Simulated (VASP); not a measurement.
Crystal: Al4VN5.

```
N Al V
1.0
     1.89512    1.89512    3.79024
    -1.89512   -1.89512    3.79024
     5.68536   -3.79024    1.89512
N Al V
10 8 2
Direct
  0.95521 0.73849 0.59490
  0.85637 0.25712 0.80333
  0.34064 0.75449 0.80207
  0.74670 0.74261 0.00010
  0.15239 0.75178 0.19372
  0.05118 0.25698 0.40453
  0.55649 0.75094 0.39621
  0.45703 0.24858 0.59666
  0.25424 0.24708 0.00431
  0.65163 0.25315 0.20293
  0.09534 0.50265 0.79902
  0.99800 0.00026 0.99696
  0.40439 0.00474 0.19949
  0.30381 0.49240 0.39897
  0.79778 0.99781 0.39985
  0.70801 0.49046 0.60308
  0.50121 0.50334 0.00094
  0.89237 0.50183 0.19888
  0.19751 0.99668 0.59942
  0.59340 0.99841 0.79721
```

| Property | Result |
| --- | --- |
| Program | VASP 6.6.1 |
| Task | relaxation of cell and atoms |
| Functional | PBE |
| Potentials or basis | VASP PAW PBE potentials, release 64 (N, Al, V_sv) |
| Cutoff | 600 eV |
| k mesh | 3 × 3 × 2, shifted |
| Occupations | gaussian, width 0.1 eV |
| Spin | no spin polarisation |

At the start: pressure 94.6 GPa; volume 6.81 Å³/atom.

Question: Where does the relaxation end?

Answer: Over 32 steps the energy falls by 465.3 meV/atom and the volume is 8.54 Å³/atom (+25.5 %); space group P1 (No. 1, to 0.1 Å) before, P-1 (No. 2, to 0.1 Å).

Step by step:
```tsv
step	energy change (eV)	largest force (eV/Å)	pressure (GPa)	volume (Å³)
1	0.0000	3.7054	94.60	136.13
2	1.6767	1.1584	-43.00	231.61
3	-9.0845	0.7107	-4.24	173.50
4	-9.1211	0.7489	-1.23	171.42
5	-9.1242	0.7642	-0.05	170.65
6	-9.2280	0.4813	-0.53	170.95
7	-9.2289	0.4568	-0.55	170.98
8	-9.2541	0.1598	0.42	170.40
9	-9.2544	0.1526	0.55	170.33
10	-9.2590	0.0711	-0.28	170.87
11	-9.2590	0.0696	-0.22	170.83
12	-9.2600	0.0956	0.06	170.65
13	-9.2602	0.1129	0.23	170.55
14	-9.2610	0.1406	0.22	170.55
15	-9.2639	0.2212	0.23	170.56
16	-9.2707	0.3140	0.24	170.57
17	-9.2714	0.3953	0.37	170.59
18	-9.2745	0.2987	0.29	170.58
19	-9.2748	0.3252	0.30	170.58
20	-9.2750	0.3276	0.28	170.59
21	-9.2757	0.3339	0.29	170.60
22	-9.2762	0.3470	0.28	170.63
23	-9.2771	0.3370	0.29	170.64
24	-9.2799	0.3081	0.22	170.67
25	-9.2848	0.2506	0.10	170.74
26	-9.2925	0.1937	-0.11	170.87
27	-9.2991	0.1349	-0.51	171.14
28	-9.3014	0.1038	-0.26	170.98
29	-9.3039	0.0787	0.39	170.57
30	-9.3049	0.0512	0.17	170.70
31	-9.3054	0.0416	-0.10	170.86
32	-9.3056	0.0227	-0.03	170.82
```

Final structure:
```xyz
20
Lattice="2.0330 2.0049 4.0505 -2.0599 -2.0803 4.1015 6.1465 -4.1175 2.0557" Properties=species:S:1:pos:R:3 pbc="T T T"
N     4.0601   -2.0463    8.0787
N     6.1420   -2.1836    6.1923
N     4.1271   -4.1580    6.0926
N    -0.0029   -0.0527    6.1407
N    -0.0037   -2.0736    4.1019
N     2.0294   -2.0618    2.0233
N     2.0187   -2.0782    6.1321
N     4.0431   -2.0773    4.1285
N     0.0071   -0.0359    2.0312
N     2.0320   -0.0392    4.0611
Al    4.1310   -4.1371    4.1025
Al   -2.0274   -2.0825    4.1190
Al   -0.0151   -2.0955    6.1322
Al    2.0330   -2.0667    4.0839
Al    4.0549   -0.0323    4.0455
Al    4.0371   -2.0991    6.1178
Al   -0.0063   -0.0480    4.0787
Al    2.0307   -0.0534    6.1067
V     2.0903   -4.2729    6.0638
V     6.0791   -1.9634    4.1571
```

Caveat: the k points lie up to 0.47 Å⁻¹ apart in the final cell; the volume moved by over 15 % at a fixed basis, so the end points are rough; the run has no spin polarisation, though such a crystal can be magnetic.
